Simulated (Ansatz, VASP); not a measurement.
## Zn: VASP beside Ansatz

Contents of POSCAR:

```
Zn
1.0
    0.0000000000      1.8485240981      1.8485240981
    1.8485240981      0.0000000000      1.8485240981
    1.8485240981      1.8485240981      0.0000000000
Zn
1
Direct
    0.0000000000      0.0000000000      0.0000000000
```

Contents of INCAR.step1:

```
SYSTEM = Zn
PREC = Accurate ; ENCUT = 520
ISMEAR = -1 ; SIGMA = 0.1
LREAL = .False. ; LASPH = .True.
NELM = 80 ; NBANDS = 12
GGA = PE ; ALGO = Normal
EDIFF = 1E-4 ; LWAVE = .True.
LCHARG = .False.
```

Contents of INCAR.step2:

```
SYSTEM = Zn
PREC = Accurate ; ENCUT = 520
EDIFF = 1E-6 ; ISMEAR = -1
SIGMA = 0.1 ; LREAL = .False.
LASPH = .True. ; NELM = 80
ALGO = Normal ; ISIF = 2
LWAVE = .False. ; LCHARG = .False.
METAGGA = R2SCAN ; LMIXTAU = .True.
NBANDS = 12 ; ISTART = 1
```

Contents of KPOINTS:

```
Automatic mesh
0
Gamma
  16 16 16
  0 0 0
```

Input for Ansatz:

```yaml
crystal:
  lattice:
    - [0.0, 1.8485240981, 1.8485240981]
    - [1.8485240981, 0.0, 1.8485240981]
    - [1.8485240981, 1.8485240981, 0.0]
  atoms:
    - { symbol: Zn, position: [0.0, 0.0, 0.0] }
hamiltonian:
  xc: r2scan
  pseudopotentials:
    kind: paw
    azcp:
      Zn: "pseudopotentials/Zn.paw.azcp"
basis:
  ecutwfc: 500
  fft_grid_basis: typed
kpoints:
  mp_grid: { grid: [16, 16, 16], shift: [0, 0, 0] }
magnetization:
  spin_polarized: false
scf:
  occupations: { method: fermi_dirac, width: 0.1 }
  lower_state_search: "off"
output:
  stress: true
  write_density: true
  write_potential: true
  elf: true
  volumetric_format: npy
```

Alike in both runs: task single point; functional r2SCAN; k mesh 16 × 16 × 16; occupations fermi-dirac, width 0.1 eV; no spin polarisation.

|  | VASP | Ansatz |
| --- | --- | --- |
| version | VASP 6.6.1 | Ansatz 0.2.0 |
| potentials or method | VASP PAW PBE potentials, release 64 (Zn), cutoff 520 eV | plane waves (500 eV) with PAW, scalar-relativistic |
| valence electrons in the cell | 12 | 12 |

VASP gave:

```
pressure (GPa) : 15.6
```

Task: Estimate Ansatz's values.

Result: Pressure (GPa): 14.9.

VASP's potentials were made for PBE, not for r2SCAN. With one functional, cell and mesh, what is left measures potentials, basis and numerics.
